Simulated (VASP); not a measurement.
# Mg3Te (I4/mmm) in VASP: notebook

The runs below take Mg3Te through single point, with RPBE, PBE+D3(BJ).

Everything below comes from runs of VASP 6.6.1. Logs are shortened: lines on timing, memory, paths and dates and some standing lists are left out, and cuts for length are marked.

## Step 1: The cell of the first run

It takes space group I4/mmm (No. 139, tetragonal). The conventional cell has a = 4.279 Å, b = 4.279 Å, c = 10.565 Å, α = 90.00°, β = 90.00°, γ = 90.00°. Within 4.0 Å of Mg (site symmetry 4/mmm) lie 4 Te at 3.03 Å and 8 Mg at 3.40 Å. Mg (site symmetry -4m2) has 8 Mg at 3.03 to 3.40 Å and 4 Te at 3.40 Å within 4.0 Å. Te (site symmetry 4/mmm) has 12 Mg at 3.03 to 3.40 Å within 4.0 Å.

## Step 2: Single point, RPBE, collinear spin, zero start

File INCAR:

```
SYSTEM = Mg3Te
PREC = Accurate ; ENCUT = 520
EDIFF = 1E-6 ; ISMEAR = 1
SIGMA = 0.041 ; LREAL = .FALSE.
LASPH = .TRUE. ; NELM = 150
ALGO = Normal ; ISIF = 2
LWAVE = .FALSE. ; LCHARG = .FALSE.
ISPIN = 2 ; MAGMOM = 0 0 0 0
LORBIT = 11 ; GGA = RP
NBANDS = 18
```

File KPOINTS:

```
regular mesh
0
G
  2 2 2
  0 0 0
```

File POSCAR:

```
Mg3Te
1.0
   -2.1393600000      2.1393600000      5.2824880000
    2.1393600000     -2.1393600000      5.2824880000
    2.1393600000      2.1393600000     -5.2824880000
Mg Te
3 1
Direct
    0.5000000000      0.5000000000      0.0000000000
    0.7500000000      0.2500000000      0.5000000000
    0.2500000000      0.7500000000      0.5000000000
    0.0000000000      0.0000000000      0.0000000000
```

Potentials or basis: VASP PAW PBE potentials, release 64 (Mg, Te).

Command:

```bash
cat potpaw_PBE.64/Mg/POTCAR potpaw_PBE.64/Te/POTCAR > POTCAR
mpirun -np 1 vasp_std > vasp.out
```

OUTCAR:

```text
SYSTEM = Mg3Te
   PREC = Accurate
   ENCUT = 520
   EDIFF = 1E-6
   ISMEAR = 1
   LREAL = .FALSE.
   LASPH = .TRUE.
   NELM = 150
   ISIF = 2
   ISPIN = 2
   LORBIT = 11
   GGA = RP

 ion  position               nearest neighbor table
   1  0.500  0.500  0.000-   4 3.03   4 3.03   4 3.03   4 3.03   3 3.40   2 3.40   3 3.40   2 3.40
                             3 3.40   3 3.40   2 3.40   2 3.40
   2  0.750  0.250  0.500-   3 3.03   3 3.03   3 3.03   3 3.03   4 3.40   1 3.40   4 3.40   4 3.40
                             1 3.40   1 3.40   4 3.40   1 3.40
   3  0.250  0.750  0.500-   2 3.03   2 3.03   2 3.03   2 3.03   4 3.40   1 3.40   4 3.40   1 3.40
                             4 3.40   4 3.40   1 3.40   1 3.40
   4  0.000  0.000  0.000-   1 3.03   1 3.03   1 3.03   1 3.03   3 3.40   2 3.40   3 3.40   3 3.40
                             2 3.40   2 3.40   3 3.40   2 3.40

  LATTYP: Found a body centered tetragonal cell.
 ALAT       =     4.2787200000
 C/A-ratio  =     2.4691907860

  Lattice vectors:

 A1 = (  -2.1393600000,   2.1393600000,   5.2824880000)
 A2 = (   2.1393600000,  -2.1393600000,   5.2824880000)
 A3 = (   2.1393600000,   2.1393600000,  -5.2824880000)

Analysis of symmetry for initial positions (statically):
=====================================================================
 Subroutine PRICEL returns:
 Original cell was already a primitive cell.

 Routine SETGRP: Setting up the symmetry group for a
 body centered tetragonal supercell.

 Subroutine GETGRP returns: Found 16 space group operations
 (whereof 16 operations were pure point group operations)
 out of a pool of 16 trial point group operations.

The static configuration has the point symmetry D_4h.

Analysis of symmetry for dynamics (positions and initial velocities):
=====================================================================
 Subroutine PRICEL returns:
 Original cell was already a primitive cell.

 Routine SETGRP: Setting up the symmetry group for a
 body centered tetragonal supercell.

 Subroutine GETGRP returns: Found 16 space group operations
 (whereof 16 operations were pure point group operations)
 out of a pool of 16 trial point group operations.

The dynamic configuration has the point symmetry D_4h.

Analysis of structural, dynamic, and magnetic symmetry:
=====================================================================
 Subroutine PRICEL returns:
 Original cell was already a primitive cell.

 Routine SETGRP: Setting up the symmetry group for a
 body centered tetragonal supercell.

 Subroutine GETGRP returns: Found 16 space group operations
 (whereof 16 operations were pure point group operations)
 out of a pool of 16 trial point group operations.

The overall configuration has the point symmetry D_4h.

 Subroutine INISYM returns: Found 16 space group operations
 (whereof 16 operations are pure point group operations),
 and found     1 'primitive' translations

----------------------------------------------------------------------------------------

                                     Primitive cell

  volume of cell :      96.7089

  direct lattice vectors                    reciprocal lattice vectors
    -2.139360000  2.139360000  5.282488000     0.000000000  0.233714756  0.094652368
     2.139360000 -2.139360000  5.282488000     0.233714756  0.000000000  0.094652368
     2.139360000  2.139360000 -5.282488000     0.233714756  0.233714756  0.000000000

  length of vectors
     6.087561243  6.087561243  6.087561243     0.252154036  0.252154036  0.330522577

  position of ions in fractional coordinates (direct lattice)
     0.500000000  0.500000000  0.000000000
     0.750000000  0.250000000  0.500000000
     0.250000000  0.750000000  0.500000000
     0.000000000  0.000000000  0.000000000

  ion indices of the primitive-cell ions
   primitive index   ion index
                 1           1
                 2           2
                 3           3
                 4           4

----------------------------------------------------------------------------------------

 KPOINTS: regular mesh

Automatic generation of k-mesh.
 Grid dimensions read from file:
 generate k-points for:    2    2    2

 Generating k-lattice:

  Cartesian coordinates                     Fractional coordinates (reciprocal lattice)
     0.000000000  0.116857378  0.047326184     0.500000000  0.000000000  0.000000000
     0.116857378  0.000000000  0.047326184     0.000000000  0.500000000  0.000000000
     0.116857378  0.116857378  0.000000000     0.000000000  0.000000000  0.500000000

  Length of vectors
     0.126077018  0.126077018  0.165261289

  Shift w.r.t. Gamma in fractional coordinates (k-lattice)
     0.000000000  0.000000000  0.000000000

 Subroutine IBZKPT returns following result:
 ===========================================

 Found      4 irreducible k-points:

 Following reciprocal coordinates:
            Coordinates               Weight
  0.000000  0.000000  0.000000      1.000000
  0.500000  0.000000  0.000000      4.000000
  0.500000  0.500000  0.000000      2.000000
  0.500000  0.500000  0.500000      1.000000
   k-points           NKPTS =      4   k-points in BZ     NKDIM =      4   number of bands    NBANDS=     18
   number of dos      NEDOS =    301   number of ions     NIONS =      4
   total plane-waves  NPLWV = 110592
   dimension x,y,z NGX =    48 NGY =   48 NGZ =   48
   dimension x,y,z NGXF=    96 NGYF=   96 NGZF=   96
   ions per type =               3   1
   NGX,Y,Z   is equivalent  to a cutoff of  13.11, 13.11, 13.11 a.u.
   NGXF,Y,Z  is equivalent  to a cutoff of  26.22, 26.22, 26.22 a.u.
 SYSTEM =  Mg3Te
   PREC   = accura    normal or accurate (medium, high low for compatibility)
   ISTART =      0    job   : 0-new  1-cont  2-samecut
   ICHARG =      2    charge: 1-file 2-atom 10-const
   ISPIN  =      2    spin polarized calculation?
   LNONCOLLINEAR =      F non collinear calculations
   LSORBIT =      F    spin-orbit coupling
   LASPH  =      T    aspherical Exc in radial PAW
   ENCUT  =  520.0 eV  38.22 Ry    6.18 a.u.  11.32 11.32 11.32*2*pi/ulx,y,z
   NELM   =    150;   NELMIN=  2; NELMDL= -5     # of ELM steps
   EDIFF  = 0.1E-05   stopping-criterion for ELM
   LREAL  =      F    real-space projection
   EDIFFG = 0.1E-04   stopping-criterion for IOM
   NSW    =      0    number of steps for IOM
   IBRION =     -1    ionic relax: 0-MD 1-quasi-New 2-CG
   NFREE  =      0    steps in history (QN), initial steepest desc. (CG)
   ISIF   =      2    stress and relaxation
   ISYM   =      2    0-nonsym 1-usesym 2-fastsym
   POTIM  = 0.5000    time-step for ionic-motion
   TEBEG  =    0.0;   TEEND  =   0.0 temperature during run
   PSTRESS=    0.0 pullay stress
   NELECT =      12.0000    total number of electrons
   NUPDOWN=      -1.0000    fix difference up-down
   EMIN   =  10.00;   EMAX   =-10.00  energy-range for DOS
   EFERMI =   0.00;   METHOD = LEGACY
   ISMEAR =     1;   SIGMA  =   0.04  broadening in eV -4-tet -1-fermi 0-gaus
   EFERMI_NEDOS =   21; number of points for ismear=-14 and -15
   IALGO  =     38    algorithm
   IMIX   =      4    mixing-type and parameters
     AMIX     =   0.40;   BMIX     =  1.00
     AMIX_MAG =   1.60;   BMIX_MAG =  1.00
  volume/ion in A,a.u.               =      24.18       163.16
  Fermi-wavevector in a.u.,A,eV,Ry     =   0.816544  1.543045  9.071614  0.666745
  Thomas-Fermi vector in A             =   1.926832
   LORBIT       =     11    0 simple, 1 ext, 2 COOP (PROOUT), +10 PAW based schemes
   GGA     = RP    functional components
   LHFCALC =     F    Hartree Fock is set to
   AEXX    =    0.0000 exact exchange contribution
   IVDW    =     0    specifies the selected vdW correction
   LEPSILON=     F    determine dielectric tensor
   LRPA    =     F    only Hartree local field effects (RPA)
 spin polarized calculation
 Methfessel and Paxton  Order N= 1 SIGMA  =   0.04
  energy-cutoff  :      520.00
  volume of cell :       96.71
 maximum number of plane-waves:      2624
 NGX is ok and might be reduce to    48
   NGX = 23   NGY = 23   NGZ = 23

 number of electron      12.0000000 magnetization       0.0012875

 Free energy of the ion-electron system (eV)
  ---------------------------------------------------
  ext. energy  EPLUGINS =         0.00000000
  ---------------------------------------------------
  free energy    TOTEN  =        -6.90403967 eV

  energy without entropy =       -6.90612460  energy(sigma->0) =       -6.90473465

 E-fermi :   4.9900     XC(G=0):  -8.8109

 val. band max:        4.9541446270   @ k =   0.5000   0.0000   0.0000
 cond. band min:       5.0462380289   @ k =   0.0000   0.0000   0.0000
 fundamental gap:      0.0920934019
 Fermi energy:         4.9899756067

 spin component 1

 k-point     1 :       0.0000    0.0000    0.0000
  band No.  band energies     occupation
      1      -7.3584      1.00000
      2       0.4052      1.00000
      3       0.5438      1.00000
      4       2.1954      1.00000
      5       2.1954      1.00000
      6       5.0462     -0.03274
[... 10 lines left out ...]
     17      14.8110      0.00000
     18      14.8110      0.00000

 k-point     2 :       0.5000    0.0000    0.0000
  band No.  band energies     occupation
      1      -6.8170      1.00000
      2      -1.3645      1.00000
      3       0.4731      1.00000
      4       1.6060      1.00000
      5       2.6558      1.00000
      6       4.9535      1.00972
[... 10 lines left out ...]
     17      13.9851      0.00000
     18      14.0651      0.00000

 k-point     3 :       0.5000    0.5000    0.0000
  band No.  band energies     occupation
      1      -6.4271      1.00000
      2      -0.3907      1.00000
      3      -0.0057      1.00000
      4       1.1413      1.00000
      5       2.1066      1.00000
      6       3.1483      1.00000
[... 10 lines left out ...]
     17      15.4454      0.00000
     18      15.8940      0.00000

 k-point     4 :       0.5000    0.5000    0.5000
  band No.  band energies     occupation
      1      -7.2252      1.00000
      2      -1.7464      1.00000
      3       1.9786      1.00000
      4       1.9786      1.00000
      5       3.2752      1.00000
      6       5.2135     -0.00000
[... 10 lines left out ...]
     17      12.1874      0.00000
     18      12.2013      0.00000
 Fermi energy:         4.9899756067

 spin component 2

 k-point     1 :       0.0000    0.0000    0.0000
  band No.  band energies     occupation
      1      -7.3580      1.00000
      2       0.4058      1.00000
      3       0.5440      1.00000
      4       2.1957      1.00000
      5       2.1957      1.00000
      6       5.0464     -0.03262
[... 10 lines left out ...]
     17      14.8111      0.00000
     18      14.8111      0.00000

 k-point     2 :       0.5000    0.0000    0.0000
  band No.  band energies     occupation
      1      -6.8166      1.00000
      2      -1.3643      1.00000
      3       0.4734      1.00000
      4       1.6065      1.00000
      5       2.6560      1.00000
      6       4.9541      1.00662
[... 10 lines left out ...]
     17      13.9818      0.00000
     18      14.0630      0.00000

 k-point     3 :       0.5000    0.5000    0.0000
  band No.  band energies     occupation
      1      -6.4267      1.00000
      2      -0.3905      1.00000
      3      -0.0054      1.00000
      4       1.1417      1.00000
      5       2.1070      1.00000
      6       3.1487      1.00000
[... 10 lines left out ...]
     17      15.4456      0.00000
     18      15.8942      0.00000

 k-point     4 :       0.5000    0.5000    0.5000
  band No.  band energies     occupation
      1      -7.2248      1.00000
      2      -1.7460      1.00000
      3       1.9788      1.00000
      4       1.9788      1.00000
      5       3.2755      1.00000
      6       5.2142     -0.00000
[... 10 lines left out ...]
     17      12.1874      0.00000
     18      12.2013      0.00000

------------------------ aborting loop because EDIFF is reached ----------------------------------------

  FORCE on cell =-STRESS in cart. coord.  units (eV):
  Direction    XX          YY          ZZ          XY          YZ          ZX
  --------------------------------------------------------------------------------------
  -------------------------------------------------------------------------------------
  Total        1.6459356      1.6459356      2.5698283      0.0000000     -0.0000000      0.0000000
  in kB       27.2682431     27.2682431     42.5743897      0.0000000     -0.0000000      0.0000000
  external PRESSURE =      32.3702920 kB  Pullay stress =       0.0000000 kB

 VOLUME and BASIS-vectors are now :
 -----------------------------------------------------------------------------
  energy-cutoff  :      520.00
  volume of cell :       96.71
      direct lattice vectors                 reciprocal lattice vectors
    -2.139360000  2.139360000  5.282488000     0.000000000  0.233714756  0.094652368
     2.139360000 -2.139360000  5.282488000     0.233714756  0.000000000  0.094652368
     2.139360000  2.139360000 -5.282488000     0.233714756  0.233714756  0.000000000

 POSITION                                       TOTAL-FORCE (eV/Angst)
 -----------------------------------------------------------------------------------
      0.00000      0.00000      5.28249         0.000000      0.000000     -0.000000
      0.00000      2.13936      2.64124         0.000000     -0.000000     -0.000000
      2.13936      0.00000      2.64124        -0.000000      0.000000      0.000000
      0.00000      0.00000      0.00000         0.000000      0.000000     -0.000000
 -----------------------------------------------------------------------------------
    total drift:                                0.000000     -0.000000     -0.000000

  FREE ENERGIE OF THE ION-ELECTRON SYSTEM (eV)
  ---------------------------------------------------
  free  energy   TOTEN  =        -6.9040396697 eV

  energy  without entropy=       -6.9061245979  energy(sigma->0) =       -6.90473465

 total charge

# of ion       s       p       d       tot
------------------------------------------
    1        0.176   0.098   0.025   0.299
    2        0.219   0.093   0.015   0.328
    3        0.219   0.093   0.015   0.328
    4        1.352   2.097   0.025   3.473
--------------------------------------------------
tot          1.966   2.382   0.080   4.428

 magnetization (x)

# of ion       s       p       d       tot
------------------------------------------
    1       -0.000  -0.000   0.000  -0.000
    2        0.000   0.000   0.000   0.000
    3        0.000   0.000   0.000   0.000
    4        0.000   0.000  -0.000   0.000
--------------------------------------------------
tot          0.000   0.000   0.000   0.001
```

Run time: 37 s. Hardware: 1 thread of Intel Xeon Platinum 8375C at 2.90GHz (Ice Lake), shared host; peak memory 0.38 GiB.

What came out:

* Free energy: -6.9040 eV
* Pressure: 3.2 GPa
* Band gap on the k mesh: zero (filled and empty bands overlap)
* Net moment: 0.00 μB per cell
* Valence electrons inside the program's atomic spheres: Mg 0.30, 0.33; Te 3.47

Stress tensor (GPa, compression positive):
```
2.73 0.00 0.00
0.00 2.73 0.00
0.00 0.00 4.26
```

Levels at points of the mesh, in eV from the Fermi level:
Spin up:
```csv
k point,band 3,band 4,band 5,band 6,band 7,band 8
"(0.00, 0.00, 0.00)",-4.45,-2.79,-2.79,0.06,0.88,1.23
"(0.50, 0.00, 0.00)",-4.52,-3.38,-2.33,-0.04,0.71,1.98
"(0.50, 0.50, 0.00)",-5.00,-3.85,-2.88,-1.84,-0.46,0.69
"(0.50, 0.50, 0.50)",-3.01,-3.01,-1.71,0.22,0.89,2.94
```
Spin down:
```
           k point  band 1  band 2  band 3  band 4  band 5  band 6  band 7  band 8  band 9  band 10
(0.00, 0.00, 0.00)  -12.35   -4.58   -4.45   -2.79   -2.79    0.06    0.88    1.23    1.23     1.53
(0.50, 0.00, 0.00)  -11.81   -6.35   -4.52   -3.38   -2.33   -0.04    0.71    1.98    2.30     2.75
(0.50, 0.50, 0.00)  -11.42   -5.38   -5.00   -3.85   -2.88   -1.84   -0.46    0.69    0.82     1.32
(0.50, 0.50, 0.50)  -12.21   -6.74   -3.01   -3.01   -1.71    0.22    0.89    2.94    2.94     3.07
```

Caveat: the k points lie up to 1.04 Å⁻¹ apart; the PAW data sets were made with another functional, which shifts forces and pressure a little; spin-orbit coupling is left out, which moves the levels of the heavy elements.

(Part 1 of 2 ends here.)
